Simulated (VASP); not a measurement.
Write the native input for VASP 6.6.1 that does the following.

| Quantity | Value |
| --- | --- |
| Task | single point |
| Functional | LDA |
| Potentials or basis | VASP PAW LDA potentials, release 64 (Mg, I) |
| Cutoff | 520 eV |
| k mesh | 6 × 6 × 4 |
| Occupations | gaussian, width 0.05 eV |
| Spin | no spin polarisation |
| Dipole correction | no |
| Further INCAR settings | ALGO = Normal; EDIFF = 1e-06; NBANDS = 15 |

The structure of MgI2 lies in POSCAR:

```
MgI2
1.0
    4.1134023628      0.0000000000      0.0000000000
   -2.0567011814      3.5623109422      0.0000000000
    0.0000000000      0.0000000000      6.7474938499
Mg I
1 2
Direct
    0.0000000000      0.0000000000      0.0000000000
    0.3333333333      0.6666666667      0.7598241385
    0.6666666667      0.3333333333      0.2401758615
```

This cell differs from its parent crystal: atoms shifted along a free coordinate.

These files were run (other wordings do the same):

INCAR

```
SYSTEM = MgI2
  PREC = Accurate
  ENCUT = 520
  EDIFF = 1E-6
  ISMEAR = 0
  SIGMA = 0.05
  LREAL = .FALSE.
  LASPH = .TRUE.
  NELM = 60
  ALGO = Normal
  ISIF = 2
  LWAVE = .FALSE.
  LCHARG = .FALSE.
  GGA = CA
  NBANDS = 15
```

KPOINTS

```
Automatic mesh
0
G
  6 6 4
  0 0 0
```

Potentials or basis: VASP PAW LDA potentials, release 64 (Mg, I).

Launch:

```bash
$ cat potpaw_LDA.64/Mg/POTCAR potpaw_LDA.64/I/POTCAR > POTCAR
$ mpirun -np 1 vasp_std > vasp.out
```

It gave:

```yaml
Pressure: -0.2 GPa
Largest_force: 0.140 eV/Å
Band_gap_on_the_k_mesh: 3.33 eV (least direct gap 3.55 eV)
```

Caveat: the cell differs from its parent crystal (atoms shifted along a free coordinate); spin-orbit coupling is left out, which moves the levels of the heavy elements.

Wall time 40 s on 1 thread of Intel Xeon 8259CL, with other jobs on the host, peak memory 0.19 GiB.
